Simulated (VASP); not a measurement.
TaN:

```xyz
6
Lattice="5.1960 0.0000 0.0000 -2.5980 4.4999 0.0000 0.0000 0.0000 2.9110" Properties=species:S:1:pos:R:3 pbc="T T T"
Ta    0.0000    0.0000    0.0000
Ta    2.5980    1.5000    1.4555
Ta    0.0000    2.9999    1.4555
N    -1.0206    1.7678    0.0000
N     1.5774    2.7321    0.0000
N     2.0412    0.0000    0.0000
```

- Program: VASP 6.6.1
- Task: relaxation of cell and atoms
- Functional: LDA
- Potentials or basis: VASP PAW LDA potentials, release 64 (Ta_pv, N)
- Cutoff: 600 eV
- k mesh: 6 × 6 × 9
- Occupations: fermi-dirac, width 0.05 eV
- Spin: no spin polarisation

At the start: pressure -8.4 GPa; volume 11.34 Å³/atom.

Question: Where does the relaxation end?

Answer: Over 9 steps the energy falls by 7.8 meV/atom and the volume is 11.06 Å³/atom (-2.5 %); space group P-62m (No. 189, to 0.1 Å) before and after.

The path:
```
step  energy change (eV)  largest force (eV/Å)  pressure (GPa)  volume (Å³)
   1              0.0000                0.0336           -8.36        68.06
   2              0.2512                0.3186           24.97        62.40
   3             -0.0462                0.0649           -0.15        66.41
   4             -0.0462                0.0673            0.03        66.37
   5             -0.0462                0.0693            0.21        66.34
   6             -0.0466                0.0104            0.14        66.35
   7             -0.0467                0.0144            0.16        66.35
   8             -0.0467                0.0004           -0.31        66.43
   9             -0.0467                0.0088           -0.05        66.38
```

Final structure:
```
CELL_PARAMETERS angstrom
5.16092 0.00000 0.00000
-2.58046 4.46949 0.00000
0.00000 0.00000 2.87785
ATOMIC_POSITIONS crystal
Ta 0.00000 0.00000 0.00000
Ta 0.66667 0.33333 0.50000
Ta 0.33333 0.66667 0.50000
N 0.00000 0.39318 0.00000
N 0.60682 0.60682 0.00000
N 0.39318 0.00000 0.00000
```
